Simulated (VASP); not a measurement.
Here is a VASP 6.6.1 calculation.

Contents of INCAR:

```
ALGO = Normal
EDIFF = 1E-6
ENCUT = 520
GGA = PE
ISIF = 2
ISMEAR = 0
ISPIN = 2
LASPH = T
LCHARG = F
LMAXMIX = 4
LORBIT = 11
LREAL = F
LWAVE = F
MAGMOM = 2 1 0 0 0 0
NBANDS = 38
NELM = 150
PREC = Accurate
SIGMA = 0.1
```

KPOINTS

```
k-points
0
Gamma
  4 4 4
```

POSCAR

```
VMoS4
1.0
    2.7978806700     -3.3506281400      0.0000000000
    2.7978806700      3.3506281400      0.0000000000
    0.0000000000      0.0000000000      5.6052755400
V Mo S
1 1 4
Direct
    0.0000000000      0.0000000000      0.0000000000
    0.5000000000      0.5000000000      0.5000000000
    0.6047740000      0.3952260000      0.0000000000
    0.1048720000      0.8951280000      0.5000000000
    0.8951280000      0.1048720000      0.5000000000
    0.3952260000      0.6047740000      0.0000000000
```

Potentials or basis: VASP PAW PBE potentials, release 64 (V_sv, Mo_sv, S).

Run with:

```console
$ cat potpaw_PBE.64/V_sv/POTCAR potpaw_PBE.64/Mo_sv/POTCAR potpaw_PBE.64/S/POTCAR > POTCAR
$ mpirun -np 1 vasp_std > vasp.out
```

**Question.** What does it give for the pressure?

**Answer.** 75.2 GPa.

**Question.** What does it give for the site moments?

**Answer.** V -0.10; Mo -2.31; S +0.07, +0.05 (each value once) μB.

Stress tensor (GPa, compression positive):
```
 -9.19   0.00   0.00
  0.00 244.71   0.00
  0.00   0.00  -9.83
```

Caveat: the k points lie up to 0.37 Å⁻¹ apart; atoms lie so close that the PAW spheres overlap strongly, which falsifies energies and pressures.
